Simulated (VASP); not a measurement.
# MgO (F-43m) in VASP: notebook

The runs below take MgO through single point, with PBE-based screened hybrid.

Everything below comes from runs of VASP 6.6.1. Logs are shortened: lines on timing, memory, paths and dates and some standing lists are left out, and cuts for length are marked.

### 1 The cell of the first run

Symmetry: F-43m, No. 216, cubic system. Conventional cell: a = 4.564 Å, b = 4.564 Å, c = 4.564 Å, α = 90.00°, β = 90.00°, γ = 90.00°. Within 2.6 Å of Mg (site symmetry -43m) lie 4 O at 1.98 Å. O (site symmetry -43m) has 4 Mg at 1.98 Å within 2.6 Å.

### 2 Single point, PBE-based screened hybrid

Input file POSCAR:

```
MgO
1.0
    0.0000000000      2.2820056624      2.2820056624
    2.2820056624      0.0000000000      2.2820056624
    2.2820056624      2.2820056624      0.0000000000
Mg O
1 1
Direct
    0.0000000000      0.0000000000      0.0000000000
    0.2500000000      0.2500000000      0.2500000000
```

Input file INCAR.step1:

```
SYSTEM = MgO
  PREC = Accurate
  ENCUT = 520
  EDIFF = 1E-5
  ISMEAR = 0
  SIGMA = 0.01
  LREAL = .False.
  LASPH = .True.
  NELM = 80
  ALGO = Normal
  ISIF = 2
  LWAVE = .True.
  GGA = PE
  NBANDS = 11
```

Input file INCAR.step2:

```
SYSTEM = MgO
  PREC = Accurate
  ENCUT = 520
  EDIFF = 1E-7
  ISMEAR = 0
  SIGMA = 0.01
  LREAL = .False.
  LASPH = .True.
  NELM = 80
  ALGO = Normal
  ISIF = 2
  LWAVE = .False.
  LCHARG = .True.
  GGA = PE
  LHFCALC = .True.
  AEXX = 0.2
  HFSCREEN = 0.5
  PRECFOCK = Normal
  LELF = .True.
  LVHAR = .True.
  ISTART = 1
  NBANDS = 11
```

Input file KPOINTS:

```
regular mesh
0
Gamma
  4 4 4
  0 0 0
```

Potentials or basis: VASP PAW PBE potentials, release 64 (Mg, O).

Run with:

```console
cat potpaw_PBE.64/Mg/POTCAR potpaw_PBE.64/O/POTCAR > POTCAR
cp INCAR.step1 INCAR
mpirun -np 1 vasp_std > vasp.out
cp INCAR.step2 INCAR
mpirun -np 1 vasp_std > vasp.out
```

OUTCAR:

```text
SYSTEM = MgO
   PREC = Accurate
   ENCUT = 520
   EDIFF = 1E-7
   ISMEAR = 0
   LREAL = .False.
   LASPH = .True.
   NELM = 80
   ISIF = 2
   GGA = PE
   LHFCALC = .True.
   AEXX = 0.2
   HFSCREEN = 0.5
   PRECFOCK = Normal
   ISTART = 1

 ion  position               nearest neighbor table
   1  0.000  0.000  0.000-   2 1.98   2 1.98   2 1.98   2 1.98
   2  0.250  0.250  0.250-   1 1.98   1 1.98   1 1.98   1 1.98

  LATTYP: Found a face centered cubic cell.
 ALAT       =     4.5640113248

  Lattice vectors:

 A1 = (   0.0000000000,   2.2820056624,   2.2820056624)
 A2 = (   2.2820056624,   0.0000000000,   2.2820056624)
 A3 = (   2.2820056624,   2.2820056624,   0.0000000000)

Analysis of symmetry for initial positions (statically):
[... 5 lines left out ...]
 face centered cubic supercell.

 Subroutine GETGRP returns: Found 24 space group operations
 (whereof 24 operations were pure point group operations)
 out of a pool of 48 trial point group operations.

The static configuration has the point symmetry T_d .

Analysis of symmetry for dynamics (positions and initial velocities):
[... 5 lines left out ...]
 face centered cubic supercell.

 Subroutine GETGRP returns: Found 24 space group operations
 (whereof 24 operations were pure point group operations)
 out of a pool of 48 trial point group operations.

The dynamic configuration has the point symmetry T_d .

 Subroutine INISYM returns: Found 24 space group operations
 (whereof 24 operations are pure point group operations),
 and found     1 'primitive' translations

----------------------------------------------------------------------------------------

                                     Primitive cell

  volume of cell :      23.7673

  direct lattice vectors                    reciprocal lattice vectors
     0.000000000  2.282005662  2.282005662    -0.219105504  0.219105504  0.219105504
     2.282005662  0.000000000  2.282005662     0.219105504 -0.219105504  0.219105504
     2.282005662  2.282005662  0.000000000     0.219105504  0.219105504 -0.219105504

  length of vectors
     3.227243357  3.227243357  3.227243357     0.379501865  0.379501865  0.379501865

  position of ions in fractional coordinates (direct lattice)
     0.000000000  0.000000000  0.000000000
     0.250000000  0.250000000  0.250000000

  ion indices of the primitive-cell ions
   primitive index   ion index
[... 67 lines left out ...]
   PSTRESS=    0.0 pullay stress
   NELECT =       8.0000    total number of electrons
   NUPDOWN=      -1.0000    fix difference up-down
   EMIN   =  10.00;   EMAX   =-10.00  energy-range for DOS
   EFERMI =   0.00;   METHOD = LEGACY
   ISMEAR =     0;   SIGMA  =   0.01  broadening in eV -4-tet -1-fermi 0-gaus
   EFERMI_NEDOS =   21; number of points for ismear=-14 and -15
   IALGO  =     38    algorithm
   IMIX   =      1    mixing-type and parameters
     AMIX     =   0.40;   BMIX     =  1.00
     AMIX_MAG =   1.60;   BMIX_MAG =  1.00
  volume/ion in A,a.u.               =      11.88        80.19
  Fermi-wavevector in a.u.,A,eV,Ry     =   1.138793  2.152007 17.644708  1.296849
  Thomas-Fermi vector in A             =   2.275497
   LORBIT       =      0    0 simple, 1 ext, 2 COOP (PROOUT), +10 PAW based schemes
   GGA     = PE    functional components
   LHFCALC =     T    Hartree Fock is set to
   PRECFOCK=normal    Normal, Fast or Accurate (Low or Medium for compatibility)
   ENCUT4O =  -1.0   cutoff for four orbital integrals eV
   NKREDX  =     1    reduce k-point grid by
   NKREDY  =     1    reduce k-point grid by
   NKREDZ  =     1    reduce k-point grid by
   AEXX    =    0.2000 exact exchange contribution
   HFSCREEN=    0.5000 screening length (either q_TF or 0.3 A-1)
   HFSCREENC=   0.5000 screening length for correlation (either q_TF or 0.3 A-1)
   ENCUTFOCK=  -1.0 apply spherical cutoff to Coloumb kernel
   IVDW    =     0    specifies the selected vdW correction
   LEPSILON=     F    determine dielectric tensor
   LRPA    =     F    only Hartree local field effects (RPA)
 non-spin polarized calculation
 Gauss-broadening in eV      SIGMA  =   0.01
  energy-cutoff  :      520.00
  volume of cell :       23.77
 maximum number of plane-waves:       648
  NGX = 20; NGY = 20; NGZ = 20

 number of electron       8.0000007 magnetization

 Free energy of the ion-electron system (eV)
  ---------------------------------------------------
  ext. energy  EPLUGINS =         0.00000000
  ---------------------------------------------------
  free energy    TOTEN  =       -12.91317554 eV

  energy without entropy =      -12.91317554  energy(sigma->0) =      -12.91317554

 E-fermi :   0.2199     XC(G=0):  -8.6824

 val. band max:        0.1527586856   @ k =   0.0000   0.0000   0.0000
 cond. band min:       4.5581781595   @ k =   0.0000   0.0000   0.0000
 fundamental gap:      4.4054194739
 Fermi energy:         0.2198813071

 k-point     1 :       0.0000    0.0000    0.0000
  band No.  band energies     occupation
      1     -16.7871      2.00000
      2       0.1528      2.00000
      3       0.1528      2.00000
      4       0.1528      2.00000
      5       4.5582      0.00000
      6      17.9212      0.00000
      7      17.9212      0.00000
      8      17.9212      0.00000
      9      21.4601      0.00000
     10      21.4601      0.00000
     11      21.5820      0.00000
[... 85 lines left out ...]
 k-point     8 :      -0.2500    0.5000    0.2500
  band No.  band energies     occupation
      1     -15.8987      2.00000
      2      -1.6673      2.00000
      3      -1.5165      2.00000
      4      -0.9079      2.00000
      5       8.6577      0.00000
      6      12.6697      0.00000
      7      15.0144      0.00000
      8      15.1270      0.00000
      9      21.5636      0.00000
     10      21.7222      0.00000
     11      25.9066      0.00000

------------------------ aborting loop because EDIFF is reached ----------------------------------------

  FORCE on cell =-STRESS in cart. coord.  units (eV):
  Direction    XX          YY          ZZ          XY          YZ          ZX
  --------------------------------------------------------------------------------------
  -------------------------------------------------------------------------------------
  Total        0.1497812      0.1497812      0.1497812      0.0000000      0.0000000     -0.0000000
  in kB       10.0968918     10.0968918     10.0968918      0.0000000      0.0000000     -0.0000000
  external PRESSURE =      10.0968918 kB  Pullay stress =       0.0000000 kB

 VOLUME and BASIS-vectors are now :
 -----------------------------------------------------------------------------
  energy-cutoff  :      520.00
  volume of cell :       23.77
      direct lattice vectors                 reciprocal lattice vectors
     0.000000000  2.282005662  2.282005662    -0.219105504  0.219105504  0.219105504
     2.282005662  0.000000000  2.282005662     0.219105504 -0.219105504  0.219105504
     2.282005662  2.282005662  0.000000000     0.219105504  0.219105504 -0.219105504

 POSITION                                       TOTAL-FORCE (eV/Angst)
 -----------------------------------------------------------------------------------
      0.00000      0.00000      0.00000         0.000000      0.000000      0.000000
      1.14100      1.14100      1.14100        -0.000000     -0.000000     -0.000000
 -----------------------------------------------------------------------------------
    total drift:                               -0.000002     -0.000004     -0.000003

  FREE ENERGIE OF THE ION-ELECTRON SYSTEM (eV)
  ---------------------------------------------------
  free  energy   TOTEN  =       -12.9131755387 eV

  energy  without entropy=      -12.9131755387  energy(sigma->0) =      -12.91317554
```

OSZICAR.step1:

```text
N       E                     dE             d eps       ncg     rms          rms(c)
DAV:   1     0.158280751728E+02    0.15828E+02   -0.42797E+03   192   0.628E+02
DAV:   2    -0.131808705536E+02   -0.29009E+02   -0.28590E+02   200   0.136E+02
DAV:   3    -0.138694300621E+02   -0.68856E+00   -0.68816E+00   226   0.195E+01
DAV:   4    -0.138716323281E+02   -0.22023E-02   -0.22022E-02   191   0.124E+00
DAV:   5    -0.138716420316E+02   -0.97035E-05   -0.97036E-05   217   0.806E-02    0.834E+00
DAV:   6    -0.117189515422E+02    0.21527E+01   -0.13360E+01   188   0.192E+01    0.275E+00
DAV:   7    -0.116921581566E+02    0.26793E-01   -0.11882E-01   191   0.264E+00    0.154E+00
DAV:   8    -0.116884737113E+02    0.36844E-02   -0.49371E-02   185   0.244E+00    0.378E-01
DAV:   9    -0.116875877099E+02    0.88600E-03   -0.91651E-04   208   0.208E-01    0.250E-01
DAV:  10    -0.116873832389E+02    0.20447E-03   -0.20811E-03   179   0.326E-01    0.125E-02
DAV:  11    -0.116873928865E+02   -0.96476E-05   -0.18023E-05   209   0.290E-02
   1 F= -.11687393E+02 E0= -.11687393E+02  d E =-.105215E-56
```

Wall time 48 s (1 thread of AMD EPYC 9R45 (Zen 5), shared host); peak memory 0.22 GiB.

Results:

- Free energy: -12.9132 eV
- Pressure: 1.0 GPa
- Band gap on the k mesh: 4.41 eV, direct

Caveat: the k points lie up to 0.60 Å⁻¹ apart; the PAW data sets were made with another functional, which shifts forces and pressure a little.

### 3 Single point, PBE-based screened hybrid

POSCAR is that of step 2.

Input file INCAR.step1:

```
PREC = Accurate
ENCUT = 520
EDIFF = 1E-5
ISMEAR = 0
SIGMA = 0.01
LREAL = False
LASPH = True
NELM = 80
ALGO = Normal
ISIF = 2
LWAVE = True
GGA = PE
NBANDS = 11
```

Input file INCAR.step2:

```
PREC = Accurate
ENCUT = 520
EDIFF = 1E-6
ISMEAR = 0
SIGMA = 0.01
LREAL = False
LASPH = True
NELM = 80
ALGO = Normal
ISIF = 2
LWAVE = False
LCHARG = True
GGA = PE
LHFCALC = True
AEXX = 0.75
HFSCREEN = 0.5
PRECFOCK = Normal
LELF = True
LVHAR = True
ISTART = 1
NBANDS = 11
```

Input file KPOINTS:

```
regular mesh
0
Gamma
  4 4 4
```

Potentials or basis: VASP PAW PBE potentials, release 64 (Mg, O).

Run with:

```console
cat potpaw_PBE.64/Mg/POTCAR potpaw_PBE.64/O/POTCAR > POTCAR
cp INCAR.step1 INCAR
mpirun -np 1 vasp_std > vasp.out
cp INCAR.step2 INCAR
mpirun -np 1 vasp_std > vasp.out
```

Wall time 56 s (1 thread of AMD EPYC 9R45 (Zen 5), shared host); peak memory 0.22 GiB.

It converged, with:

| Property | Result |
| --- | --- |
| Free energy | -16.4648 eV |
| Pressure | -5.5 GPa |
| Band gap on the k mesh | 6.64 eV, direct |

Levels at points of the mesh, in eV from the valence-band top:
```csv
k point,band 2,band 3,band 4,band 5,band 6,band 7
"(0.00, 0.00, 0.00)",0.00,0.00,0.00,6.64,20.45,20.45
"(0.50, 0.00, 0.00)",-3.19,-0.22,-0.22,12.09,13.18,18.09
"(0.50, 0.50, 0.00)",-2.71,-0.84,-0.84,9.29,14.95,18.16
```

Caveat: the k points lie up to 0.60 Å⁻¹ apart; the PAW data sets were made with another functional, which shifts forces and pressure a little.

### 4 Single point, PBE-based screened hybrid

POSCAR is that of step 3.

Input file INCAR.step1:

```
PREC = Accurate
ENCUT = 520
EDIFF = 1E-5
ISMEAR = 0
SIGMA = 0.01
LREAL = F
LASPH = T
NELM = 80
ALGO = Normal
ISIF = 2
LWAVE = T
LCHARG = F
NBANDS = 11
GGA = PE
```

Input file INCAR.step2:

```
PREC = Accurate
ENCUT = 520
EDIFF = 1E-6
ISMEAR = 0
SIGMA = 0.01
LREAL = F
LASPH = T
NELM = 80
ALGO = Normal
ISIF = 2
LWAVE = F
LCHARG = F
GGA = PE
LHFCALC = T
AEXX = 0.15
HFSCREEN = 0.1
PRECFOCK = Normal
NBANDS = 11
ISTART = 1
```

KPOINTS is that of step 3.

Run with:

```console
cat potpaw_PBE.64/Mg/POTCAR potpaw_PBE.64/O/POTCAR > POTCAR
cp INCAR.step1 INCAR
mpirun -np 1 vasp_std > vasp.out
cp INCAR.step2 INCAR
mpirun -np 1 vasp_std > vasp.out
```

It took 42 s on 1 thread of AMD EPYC 9R45 (Zen 5), shared host; peak memory 0.22 GiB.

The run converged. Its results:

* Free energy: -13.2115 eV
* Pressure: 1.2 GPa
* Band gap on the k mesh: 4.82 eV, direct

Levels at points of the mesh, in eV from the valence-band top:
| k point | band 1 | band 2 | band 3 | band 4 | band 5 | band 6 | band 7 | band 8 |
| --- | --- | --- | --- | --- | --- | --- | --- | --- |
| (0.00, 0.00, 0.00) | -16.80 | 0.00 | 0.00 | 0.00 | 4.82 | 18.25 | 18.25 | 18.25 |
| (0.50, 0.00, 0.00) | -16.11 | -3.16 | -0.20 | -0.20 | 10.10 | 11.07 | 16.00 | 16.00 |
| (0.50, 0.50, 0.00) | -15.90 | -2.62 | -0.79 | -0.79 | 7.45 | 12.90 | 15.66 | 18.24 |

Caveat: the k points lie up to 0.60 Å⁻¹ apart; the PAW data sets were made with another functional, which shifts forces and pressure a little.

### 5 Overview

```tsv
share of exact exchange	screening parameter	gap on the mesh (eV)	pressure (GPa)
0.2	0.5 1/Å	4.41	1.0
0.75	0.5 1/Å	6.64	-5.5
0.15	0.1 1/Å	4.82	1.2
```

Alike in all rows: task single point; level PBE-based screened hybrid; potentials or basis VASP PAW PBE potentials, release 64 (Mg, O); no spin polarisation; cell as given; k mesh 4 × 4 × 4; cutoff (eV) 520; smearing gaussian 0.01 eV.

Caveats: all runs use coarse meshes; the PAW data sets were made with another functional, which shifts forces and pressure a little.

Total energies depend on the potentials used, so only differences within one code and one set of settings carry meaning.
